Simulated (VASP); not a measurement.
Write the native input for VASP 6.6.1 that does the following.

```
Task                   : single point
Functional             : PBE
Dispersion             : D3(BJ)
Potentials or basis    : VASP PAW PBE potentials, release 64 (Mo_sv, S)
Cutoff                 : 520 eV
k mesh                 : 12 × 12 × 4
Occupations            : gaussian, width 0.05 eV
Spin                   : no spin polarisation
Dipole correction      : no
Further INCAR settings : ALGO = Normal; EDIFF = 1e-06; NBANDS = 20
```

The structure of MoS2 lies in POSCAR:

```
MoS2
1.0
    3.1497239970      0.0000000000      0.0000000000
   -1.5748619985      2.7277409963      0.0000000000
    0.0000000000      0.0000000000      6.8137312267
Mo S
1 2
Direct
    0.0000000000      0.0000000000      0.0000000000
    0.3333333333      0.6666666667      0.2356692374
    0.3333333333      0.6666666667      0.7643307626
```

This cell differs from its parent crystal: strain +0.0250 x Voigt [0, 0, 1, 0, 0, 0].

One way to write it, as run:

INCAR

```
SYSTEM = MoS2
ALGO = Normal
EDIFF = 1E-6
ENCUT = 520
GGA = PE
ISIF = 2
ISMEAR = 0
IVDW = 12
LASPH = .TRUE.
LCHARG = .TRUE.
LELF = .TRUE.
LREAL = .FALSE.
LVHAR = .TRUE.
LWAVE = .FALSE.
NBANDS = 20
NELM = 60
PREC = Accurate
SIGMA = 0.05
```

KPOINTS

```
k-points
0
G
  12 12 4
  0 0 0
```

Potentials or basis: VASP PAW PBE potentials, release 64 (Mo_sv, S).

Launch:

```console
$ cat potpaw_PBE.64/Mo_sv/POTCAR potpaw_PBE.64/S/POTCAR > POTCAR
$ mpirun -np 1 vasp_std > vasp.out
```

It gave:

- Pressure: -3.7 GPa
- Largest force: 0.686 eV/Å
- Band gap on the k mesh: 1.32 eV, indirect (least direct gap 1.83 eV)
- Dispersion energy per atom: -0.388 eV

Caveat: the cell differs from its parent crystal (strain +0.0250 x Voigt [0, 0, 1, 0, 0, 0]).

Run time: 2.4 min on 1 thread of AMD EPYC 7R13 (shared host), peak memory 0.2 GiB.
